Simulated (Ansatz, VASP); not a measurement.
## GaSbTe4 in VASP and in Ansatz

```
Ga Sb Te
1.0
     4.15535    0.00000    0.00000
     0.00000    4.15535    0.00000
     0.00000    0.00000   12.41431
Ga Sb Te
1 1 4
Cartesian
  0.0000 0.0000 0.0000
  2.0777 2.0777 6.2072
  2.0777 2.0777 0.0000
  2.0777 2.0777 9.3762
  2.0777 2.0777 3.0381
  0.0000 0.0000 6.2072
```

Alike in both runs: functional PBE; k mesh 4 × 4 × 2; occupations gaussian, width 0.1 eV; no spin polarisation.

Ansatz relaxed the structure, and its values are those at the end. VASP's run is a single point on that final structure, the one shown.

|  | VASP | Ansatz |
| --- | --- | --- |
| version | VASP 6.6.1 | Ansatz 0.2.0 |
| potentials or method | VASP PAW PBE potentials, release 64 (Ga_d, Sb, Te), cutoff 520 eV | scalar-relativistic, plane waves, PAW |
| valence electrons in the cell | 42 | 92 |

```tsv
	VASP	Ansatz	Ansatz less VASP
gap on the k mesh at the Fermi level (eV)	none	none	-
pressure (GPa)	0.0	0.0	+0.01
rms of the force components (eV/Å)	0.003	0.003	-0.0001
```

A gap of «none» marks a metal or a gap that the smearing closes. With one functional, cell and mesh, what is left measures potentials, basis and numerics. VASP's potentials hold 42 valence electrons a cell and Ansatz's 92, so a difference there can come from the potentials and not from the codes.

The k mesh is coarse, so the values compare programs but aren't converged. Neither program's run includes spin-orbit coupling.
